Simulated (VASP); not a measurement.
# As in VASP: notebook, part 2 of 2

VASP 6.6.1. The steps go on from the part before.

## Step 4: Single point, PBE+D3(BJ) (layers slid over each other)

INCAR reads:

```
PREC = Accurate
ENCUT = 520
EDIFF = 1E-6
ISMEAR = 0
SIGMA = 0.05
LREAL = F
LASPH = T
NELM = 120
ALGO = Normal
ISIF = 2
LWAVE = F
LCHARG = F
LDIPOL = T
IDIPOL = 3
DIPOL = 0.5 0.5 0.382
GGA = PE
IVDW = 12
NBANDS = 38
GGA_COMPAT = F
NELMDL = -8
```

KPOINTS reads:

```
regular mesh
0
Gamma
  9 9 1
```

POSCAR reads:

```
As
1.0
    3.5713380906      0.0000000000      0.0000000000
   -1.7856690453      3.0928695120      0.0000000000
    0.0000000000      0.0000000000     20.2952802043
As
4
Direct
    0.3333333333      0.6666666667      0.2905917062
    0.6666666667      0.3333333333      0.2217264287
    0.8333333333      0.3333333333      0.5427508314
    0.5000000000      0.6666666667      0.4738855539
```

Potentials or basis: VASP PAW PBE potentials, release 64 (As_d).

On the command line:

```
cat potpaw_PBE.64/As_d/POTCAR > POTCAR
mpirun -np 1 vasp_std > vasp.out
```

OUTCAR:

```text
PREC = Accurate
   ENCUT = 520
   EDIFF = 1E-6
   ISMEAR = 0
   LREAL = F
   LASPH = T
   NELM = 120
   ISIF = 2
   GGA = PE
   IVDW = 12
   NELMDL = -8
 IVDW          = 12

 ion  position               nearest neighbor table
   1  0.333  0.667  0.291-   2 2.49   2 2.49   2 2.49
   2  0.667  0.333  0.222-   1 2.49   1 2.49   1 2.49
   3  0.833  0.333  0.543-   4 2.49   4 2.49   4 2.49
   4  0.500  0.667  0.474-   3 2.49   3 2.49   3 2.49

  LATTYP: Found a hexagonal cell.
 ALAT       =     3.5713380906
 C/A-ratio  =     5.6828224294

  Lattice vectors:

 A1 = (   3.5713380906,   0.0000000000,   0.0000000000)
 A2 = (  -1.7856690453,   3.0928695120,   0.0000000000)
 A3 = (   0.0000000000,   0.0000000000,  20.2952802043)

Analysis of symmetry for initial positions (statically):
=====================================================================
 Subroutine PRICEL returns:
 Original cell was already a primitive cell.

 Routine SETGRP: Setting up the symmetry group for a
 hexagonal supercell.

 Subroutine GETGRP returns: Found  2 space group operations
 (whereof  1 operations were pure point group operations)
 out of a pool of 24 trial point group operations.

The static configuration has the point symmetry C_1 .
 The point group associated with its full space group is C_2 .

Analysis of symmetry for dynamics (positions and initial velocities):
=====================================================================
 Subroutine PRICEL returns:
 Original cell was already a primitive cell.

 Routine SETGRP: Setting up the symmetry group for a
 hexagonal supercell.

 Subroutine GETGRP returns: Found  2 space group operations
 (whereof  1 operations were pure point group operations)
 out of a pool of 24 trial point group operations.

The dynamic configuration has the point symmetry C_1 .
 The point group associated with its full space group is C_2 .

 Subroutine INISYM returns: Found  2 space group operations
 (whereof  1 operations are pure point group operations),
 and found     1 'primitive' translations

----------------------------------------------------------------------------------------

                                     Primitive cell

  volume of cell :     224.1752

  direct lattice vectors                    reciprocal lattice vectors
     3.571338091  0.000000000  0.000000000     0.280007094  0.161662171  0.000000000
    -1.785669045  3.092869512  0.000000000     0.000000000  0.323324342  0.000000000
     0.000000000  0.000000000 20.295280204     0.000000000  0.000000000  0.049272540

  length of vectors
     3.571338091  3.571338091 20.295280204     0.323324342  0.323324342  0.049272540

  position of ions in fractional coordinates (direct lattice)
     0.333333333  0.666666667  0.290591706
     0.666666667  0.333333333  0.221726429
     0.833333333  0.333333333  0.542750831
     0.500000000  0.666666667  0.473885554

  ion indices of the primitive-cell ions
   primitive index   ion index
                 1           1
                 2           2
                 3           3
                 4           4

----------------------------------------------------------------------------------------
[... 31 lines left out ...]
  0.000000  0.222222  0.000000      2.000000
  0.333333  0.000000  0.000000      4.000000
[... 16 lines left out ...]
 -0.222222 -0.444444  0.000000      4.000000
  0.444444  0.333333  0.000000      4.000000
   k-points           NKPTS =     25   k-points in BZ     NKDIM =     25   number of bands    NBANDS=     38
   number of dos      NEDOS =    301   number of ions     NIONS =      4
   total plane-waves  NPLWV = 125440
   dimension x,y,z NGX =    28 NGY =   28 NGZ =  160
   dimension x,y,z NGXF=    56 NGYF=   56 NGZF=  320
   ions per type =               4
   NGX,Y,Z   is equivalent  to a cutoff of  13.03, 13.03, 13.11 a.u.
   NGXF,Y,Z  is equivalent  to a cutoff of  26.07, 26.07, 26.21 a.u.
 SYSTEM =  unknown system
   PREC   = accura    normal or accurate (medium, high low for compatibility)
   ISTART =      0    job   : 0-new  1-cont  2-samecut
   ICHARG =      2    charge: 1-file 2-atom 10-const
   ISPIN  =      1    spin polarized calculation?
   LNONCOLLINEAR =      F non collinear calculations
   LSORBIT =      F    spin-orbit coupling
   LASPH  =      T    aspherical Exc in radial PAW
   ENCUT  =  520.0 eV  38.22 Ry    6.18 a.u.   6.64  6.64 37.74*2*pi/ulx,y,z
   NELM   =    120;   NELMIN=  2; NELMDL= -8     # of ELM steps
   EDIFF  = 0.1E-05   stopping-criterion for ELM
   LREAL  =      F    real-space projection
   EDIFFG = 0.1E-04   stopping-criterion for IOM
   NSW    =      0    number of steps for IOM
   IBRION =     -1    ionic relax: 0-MD 1-quasi-New 2-CG
   NFREE  =      0    steps in history (QN), initial steepest desc. (CG)
   ISIF   =      2    stress and relaxation
   ISYM   =      2    0-nonsym 1-usesym 2-fastsym
   POTIM  = 0.5000    time-step for ionic-motion
   TEBEG  =    0.0;   TEEND  =   0.0 temperature during run
   PSTRESS=    0.0 pullay stress
   NELECT =      60.0000    total number of electrons
   NUPDOWN=      -1.0000    fix difference up-down
   EMIN   =  10.00;   EMAX   =-10.00  energy-range for DOS
   EFERMI =   0.00;   METHOD = LEGACY
   ISMEAR =     0;   SIGMA  =   0.05  broadening in eV -4-tet -1-fermi 0-gaus
   EFERMI_NEDOS =   21; number of points for ismear=-14 and -15
   IALGO  =     38    algorithm
   IMIX   =      4    mixing-type and parameters
     AMIX     =   0.40;   BMIX     =  1.00
     AMIX_MAG =   1.60;   BMIX_MAG =  1.00
  volume/ion in A,a.u.               =      56.04       378.20
  Fermi-wavevector in a.u.,A,eV,Ry     =   1.055025  1.993708 15.144339  1.113078
  Thomas-Fermi vector in A             =   2.190207
   LORBIT       =      0    0 simple, 1 ext, 2 COOP (PROOUT), +10 PAW based schemes
   GGA     = PE    functional components
   LHFCALC =     F    Hartree Fock is set to
   AEXX    =    0.0000 exact exchange contribution
   IVDW    =    12    specifies the selected vdW correction
   LEPSILON=     F    determine dielectric tensor
   LRPA    =     F    only Hartree local field effects (RPA)
 non-spin polarized calculation
 Gauss-broadening in eV      SIGMA  =   0.05
  energy-cutoff  :      520.00
  volume of cell :      224.18
 maximum number of plane-waves:      6099
   NGX = 13   NGY = 13   NGZ = 75

 dipolmoment           0.000000      0.000000     -0.000000 electrons x Angstroem

 number of electron      59.9999995 magnetization

 dipolmoment           0.000000      0.000000      0.000005 electrons x Angstroem

 Free energy of the ion-electron system (eV)
  ---------------------------------------------------
  ext. energy  EPLUGINS =         0.00000000
  ---------------------------------------------------
  free energy    TOTEN  =       -18.67037255 eV

  energy without entropy =      -18.67037255  energy(sigma->0) =      -18.67037255

 E-fermi :  -1.9013     XC(G=0):  -4.9811

 val. band max:       -2.1140162667   @ k =   0.1111   0.1111   0.0000
 cond. band min:      -0.8794525365   @ k =   0.0000   0.3333   0.0000
 fundamental gap:      1.2345637302
 Fermi energy:        -1.9012777677

 k-point     1 :       0.0000    0.0000    0.0000
  band No.  band energies     occupation
      1     -37.3629      2.00000
      2     -37.3629      2.00000
      3     -37.3629      2.00000
      4     -37.3628      2.00000
      5     -37.3220      2.00000
      6     -37.3219      2.00000
[... 973 lines left out ...]
     37       5.0424      0.00000
     38       5.5809      0.00000

 [... further k-points ...]

------------------------ aborting loop because EDIFF is reached ----------------------------------------

 vacuum level on the upper side and lower side of the slab       (xc-potential included)        -0.113        -0.114

 Edisp (eV)   -1.02933

 E8    (eV) :    -0.4481

  FORCE on cell =-STRESS in cart. coord.  units (eV):
  Direction    XX          YY          ZZ          XY          YZ          ZX
  --------------------------------------------------------------------------------------
  -------------------------------------------------------------------------------------
  Total       0.06346     0.02364     0.07816     0.00000     0.00000     0.17235
  in kB       0.45355     0.16897     0.55860     0.00000     0.00000     1.23180
  external pressure =        0.39 kB  Pullay stress =        0.00 kB

 VOLUME and BASIS-vectors are now :
 -----------------------------------------------------------------------------
  energy-cutoff  :      520.00
  volume of cell :      224.18
      direct lattice vectors                 reciprocal lattice vectors
     3.571338091  0.000000000  0.000000000     0.280007094  0.161662171  0.000000000
    -1.785669045  3.092869512  0.000000000     0.000000000  0.323324342  0.000000000
     0.000000000  0.000000000 20.295280204     0.000000000  0.000000000  0.049272540

 POSITION                                       TOTAL-FORCE (eV/Angst)
 -----------------------------------------------------------------------------------
     -0.00000      2.06191      5.89764        -0.026143      0.000358      0.022619
      1.78567      1.03096      4.50000        -0.011674     -0.000358     -0.025679
      2.38089      1.03096     11.01528         0.011674     -0.000358      0.025679
      0.59522      2.06191      9.61764         0.026143      0.000358     -0.022619
 -----------------------------------------------------------------------------------
    total drift:                               -0.000119     -0.000080      0.000732

  FREE ENERGIE OF THE ION-ELECTRON SYSTEM (eV)
  ---------------------------------------------------
  free  energy   TOTEN  =       -19.6997054928 eV

  energy  without entropy=      -19.6997054928  energy(sigma->0) =      -19.69970549

 vacuum level on the upper side and lower side of the slab         3.039         3.038
```

Run time: 3.7 min. Hardware: 1 thread of AMD EPYC 9R45 (Zen 5), shared host; peak memory 0.39 GiB.

Results:

```yaml
Free_energy: -19.6997 eV
Largest_force: 0.035 eV/Å
Band_gap_on_the_k_mesh: 1.23 eV (least direct gap 1.72 eV)
Dispersion_energy_per_atom: -0.257 eV
```

Forces in eV/Å, atoms in the order of the input:
```
As  -0.026  0.000  0.023
As  -0.012  0.000 -0.026
As   0.012  0.000  0.026
As   0.026  0.000 -0.023
```

Caveat: the cell differs from its parent crystal (layers slid over each other).

## Step 5: Overview

```csv
cell,gap on the mesh (eV),largest force (eV/Å)
"as given, atomic positions A",1.43,0.07
"as given, atomic positions B",0.69,0.28
"as given, atomic positions C",1.23,0.03
```

Alike in all rows: task single point; level PBE+D3(BJ); potentials or basis VASP PAW PBE potentials, release 64 (As_d); no spin polarisation; k mesh 9 × 9 × 1; cutoff (eV) 520; smearing gaussian 0.05 eV.

Total energies depend on the potentials used, so only differences within one code and one set of settings carry meaning.
